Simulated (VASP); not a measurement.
Input of a VASP 6.6.1 run:

Contents of INCAR:

```
SYSTEM = MgO
ALGO = Normal ; EDIFF = 1E-6
EDIFFG = -0.008 ; ENCUT = 600
GGA = PE ; IBRION = 2
ISIF = 3 ; ISMEAR = 0
LASPH = .TRUE. ; LCHARG = .FALSE.
LREAL = .FALSE. ; LWAVE = .FALSE.
NELM = 100 ; NSW = 70
PREC = Accurate ; PSTRESS = 300.0
SIGMA = 0.02
```

The input KPOINTS:

```
k-points
0
G
  10 10 10
  0 0 0
```

The input POSCAR:

```
MgO
1.0
    0.0000000000      2.0221875937      2.0221875937
    2.0221875937      0.0000000000      2.0221875937
    2.0221875937      2.0221875937      0.0000000000
Mg O
1 1
Direct
    0.0000000000      0.0000000000      0.0000000000
    0.5000000000      0.5000000000      0.5000000000
```

Potentials or basis: VASP PAW PBE potentials, release 64 (Mg, O).

Run with:

```bash
$ cat potpaw_PBE.64/Mg/POTCAR potpaw_PBE.64/O/POTCAR > POTCAR
$ mpirun -np 1 vasp_std > vasp.out
```

Predict the band gap on the k mesh.

6.01 eV, direct.

Final structure:
```
Mg O
1.0
     0.00000    2.02219    2.02219
     2.02219    0.00000    2.02219
     2.02219    2.02219    0.00000
Mg O
1 1
Cartesian
  0.0000 0.0000 0.0000
  2.0222 2.0222 2.0222
```

Caveat: the relaxation stopped at its first step, so nothing moved; the cell is relaxed towards a set pressure, so the enthalpy falls and the energy may rise.
